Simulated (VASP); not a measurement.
Wanted: the native input for a VASP 6.6.1 run.

```yaml
Task: single point
Functional: r2SCAN
Potentials_or_basis: VASP PAW PBE potentials, release 64 (Ni)
Cutoff: 520 eV
k_mesh: 15 × 15 × 15
Occupations: fermi-dirac, width 0.01 eV
Spin: no spin polarisation
Dipole_correction: no
Further_INCAR_settings: ALGO = Normal; EDIFF = 1e-06; NBANDS = 11
```

The system is Ni.

```
CELL_PARAMETERS angstrom
0.00000 1.73306 1.73306
1.73306 0.00000 1.73306
1.73306 1.73306 0.00000
ATOMIC_POSITIONS crystal
Ni 0.00000 0.00000 0.00000
```

These files were run (other wordings do the same):

POSCAR

```
Ni
1.0
    0.0000000000      1.7330608651      1.7330608651
    1.7330608651      0.0000000000      1.7330608651
    1.7330608651      1.7330608651      0.0000000000
Ni
1
Direct
    0.0000000000      0.0000000000      0.0000000000
```

INCAR.step1

```
SYSTEM = Ni
PREC = Accurate ; ENCUT = 520
ISMEAR = -1 ; SIGMA = 0.01
LREAL = .FALSE. ; LASPH = .TRUE.
NELM = 100 ; NBANDS = 11
GGA = PE ; ALGO = Normal
EDIFF = 1E-4 ; LWAVE = .TRUE.
LCHARG = .FALSE.
```

INCAR.step2

```
SYSTEM = Ni
PREC = Accurate ; ENCUT = 520
EDIFF = 1E-6 ; ISMEAR = -1
SIGMA = 0.01 ; LREAL = .FALSE.
LASPH = .TRUE. ; NELM = 100
ALGO = Normal ; ISIF = 2
LWAVE = .FALSE. ; LCHARG = .FALSE.
METAGGA = R2SCAN ; LMIXTAU = .TRUE.
NBANDS = 11 ; ISTART = 1
```

KPOINTS

```
Automatic mesh
0
G
  15 15 15
  0 0 0
```

Potentials or basis: VASP PAW PBE potentials, release 64 (Ni).

Command:

```console
$ cat potpaw_PBE.64/Ni/POTCAR > POTCAR
$ cp INCAR.step1 INCAR
$ mpirun -np 1 vasp_std > vasp.out
$ cp INCAR.step2 INCAR
$ mpirun -np 1 vasp_std > vasp.out
```

It gave:

```yaml
Pressure: -0.1 GPa
Band_gap_on_the_k_mesh: zero (band 5 reaches 9.79 eV, above the bottom of band 6 at 8.68 eV)
```

Caveat: the PAW data sets were made with another functional, which shifts forces and pressure a little; the run has no spin polarisation, though such a crystal can be magnetic.

Wall time 22 s on 1 thread of Intel(R) Xeon(R) 6975P-C (Granite Rapids), with other jobs on the host, peak memory 0.13 GiB.
